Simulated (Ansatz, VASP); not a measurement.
One calculation of ZrSi7, two programs

```xyz
8
Lattice="3.6069 -3.5933 -0.0027 3.6069 3.5933 -0.0027 -1.5923 0.0000 5.1507" Properties=species:S:1:pos:R:3 pbc="T T T"
Zr    4.0289    0.0000    3.6434
Si    1.3976   -1.1774    4.4248
Si    4.8125   -1.3722    0.9145
Si    2.8225    2.3714    2.7164
Si    1.3976    1.1774    4.4248
Si    4.8125    1.3722    0.9145
Si    2.8225   -2.3714    2.7164
Si    0.1886    0.0000    0.6362
```

Change from the starting cell: the structure that the rattled cell fell into.

Alike in both runs: functional PBE; k mesh 6 × 6 × 6; occupations gaussian, width 0.1 eV; no spin polarisation.

Ansatz relaxed the structure, and its values are those at the end. VASP's run is a single point on that final structure, the one shown.

```csv
,VASP,Ansatz
version,VASP 6.6.1,Ansatz 0.2.0
potentials or method,"VASP PAW PBE potentials, release 64 (Zr_sv, Si), cutoff 520 eV","scalar-relativistic, plane waves, PAW"
valence electrons in the cell,40,40
```

```tsv
	VASP	Ansatz	Ansatz less VASP
gap on the k mesh at the Fermi level (eV)	none	none	-
pressure (GPa)	0.0	0.0	+0.03
rms of the force components (eV/Å)	0.004	0.004	-0.0003
```

A gap of «none» marks a metal or a gap that the smearing closes. With one functional, cell and mesh, what is left measures potentials, basis and numerics.
